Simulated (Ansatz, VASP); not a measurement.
# One calculation of BaTiO3, two programs

File INCAR:

```
ALGO     = Normal         # electronic algorithm
EDIFF    = 1E-6           # SCF threshold, eV
ENCUT    = 520            # plane-wave cutoff, eV
GGA      = PS             # functional
ISIF     = 2              # what is computed and relaxed
ISMEAR   = -1             # smearing method
LASPH    = T              # aspherical terms in the spheres
LCHARG   = T              # write CHGCAR
LELF     = T              # ELF
LREAL    = F              # projectors in reciprocal space
LVHAR    = T            
LWAVE    = F              # write WAVECAR
NBANDS   = 28             # bands
NELM     = 100            # most SCF steps
PREC     = Accurate       # precision mode
SIGMA    = 0.03           # smearing width, eV
```

Contents of KPOINTS:

```
k-points
0
Gamma
  7 7 7
```

The input POSCAR:

```
BaTiO3
1.0
    3.9998000000      0.0000000000      0.0000000000
    0.0000000000      3.9998000000      0.0000000000
    0.0000000000      0.0000000000      4.0983600000
Ba Ti O
1 1 3
Direct
    0.0000000000      0.0000000000      0.0000000000
    0.5000000000      0.5000000000      0.5000000000
    0.5000000000      0.5000000000      0.0000000000
    0.5000000000      0.0000000000      0.5000000000
    0.0000000000      0.5000000000      0.5000000000
```

Input for Ansatz:

```yaml
crystal:
  lattice:
    - [3.9998, 0.0, 0.0]
    - [0.0, 3.9998, 0.0]
    - [0.0, 0.0, 4.09836]
  atoms:
    - { symbol: Ba, position: [0.0, 0.0, 0.0] }
    - { symbol: Ti, position: [0.5, 0.5, 0.5] }
    - { symbol: O, position: [0.5, 0.5, 0.0] }
    - { symbol: O, position: [0.5, 0.0, 0.5] }
    - { symbol: O, position: [0.0, 0.5, 0.5] }
kpoints:
  mp_grid: { grid: [7, 7, 7] }
  band_path:
    path:
      - [0.0, 0.0, 0.0]
      - [0.0, 0.5, 0.0]
      - [0.5, 0.5, 0.0]
      - [0.0, 0.0, 0.0]
      - [0.0, 0.0, 0.5]
      - [0.0, 0.5, 0.5]
      - [0.5, 0.5, 0.5]
      - [0.0, 0.0, 0.5]
      - [0.0, 0.5, 0.0]
    npoints: 5
scf:
  occupations: { method: fermi_dirac, width: 0.03 }
hamiltonian:
  xc: pbesol
  pseudopotentials: { kind: all_electron, lapw: { basis_error: 0.001 } }
output:
  forces: true
  stress: true
  eigenvalues: true
```

Change from the starting cell: zz strain of +2 %.

Alike in both runs: task single point; functional PBEsol; k mesh 7 × 7 × 7; occupations fermi-dirac, width 0.03 eV; no spin polarisation.

```csv
,VASP,Ansatz
version,VASP 6.6.1,Ansatz 0.2.0
potentials or method,"VASP PAW PBE potentials, release 64 (Ba_sv, Ti_sv, O), cutoff 520 eV","all-electron LAPW, scalar-relativistic"
```

|  | VASP | Ansatz | Ansatz less VASP |
| --- | --- | --- | --- |
| gap on the k mesh at the Fermi level (eV) | 1.70 | 1.75 | +0.058 |
| pressure (GPa) | -5.8 | -7.5 | -1.67 |
| traceless stress, the component that is largest in VASP (GPa) | -2.69 | -2.59 | +0.101 |

VASP's potentials were made for PBE, not for PBEsol. Ansatz ran all-electron here, and VASP with PAW potentials.

Neither program's run includes spin-orbit coupling.
